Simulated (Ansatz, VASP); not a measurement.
# Two plane-wave programs on P

INCAR

```
SYSTEM = P
  ALGO = Normal
  EDIFF = 1E-7
  ENCUT = 520
  GGA = RP
  ISIF = 2
  ISMEAR = -1
  LASPH = .TRUE.
  LCHARG = .TRUE.
  LELF = .TRUE.
  LREAL = .FALSE.
  LVHAR = .TRUE.
  LWAVE = .FALSE.
  NBANDS = 14
  NELM = 100
  PREC = Accurate
  SIGMA = 0.1
```

Contents of KPOINTS:

```
k-points
0
G
  9 9 14
  0 0 0
```

The input POSCAR:

```
P
1.0
    4.4782200740      0.0000000000      0.0000000000
   -2.2391100370      3.8782523478      0.0000000000
    0.0000000000      0.0000000000      2.5229622136
P
3
Direct
    1.0000000000      0.0000000000      0.0000000000
    0.3333333333      0.6666666667      0.5000000000
    0.6666666667      0.3333333333      0.5000000000
```

Input for Ansatz:

```yaml
crystal:
  lattice:
    - [4.478220074, 0.0, 0.0]
    - [-2.239110037, 3.8782523478, 0.0]
    - [0.0, 0.0, 2.5229622136]
  atoms:
    - { symbol: P, position: [1.0, 0.0, 0.0] }
    - { symbol: P, position: [0.3333333333, 0.6666666667, 0.5] }
    - { symbol: P, position: [0.6666666667, 0.3333333333, 0.5] }
hamiltonian:
  xc: rpbe
  pseudopotentials:
    kind: paw
    azcp:
      P: "pseudopotentials/P.paw.azcp"
basis:
  ecutwfc: 420
  fft_grid_basis: typed
kpoints:
  mp_grid: { grid: [9, 9, 14], shift: [0, 0, 0] }
magnetization:
  spin_polarized: false
scf:
  occupations: { method: fermi_dirac, width: 0.1 }
  lower_state_search: "off"
output:
  stress: true
```

Alike in both runs: task single point; functional RPBE; k mesh 9 × 9 × 14; occupations fermi-dirac, width 0.1 eV; no spin polarisation.

|  | VASP | Ansatz |
| --- | --- | --- |
| version | VASP 6.6.1 | Ansatz 0.2.0 |
| potentials or method | VASP PAW PBE potentials, release 64 (P), cutoff 520 eV | plane waves (420 eV) with PAW, scalar-relativistic |
| valence electrons in the cell | 15 | 15 |

|  | VASP | Ansatz | Ansatz less VASP |
| --- | --- | --- | --- |
| pressure (GPa) | -0.7 | -0.2 | +0.54 |
| traceless stress, the component that is largest in VASP (GPa) | -1.01 | -0.93 | +0.082 |

VASP's potentials were made for PBE, not for RPBE. The functional is the same, so the differences come from potentials, cutoffs and numerics.
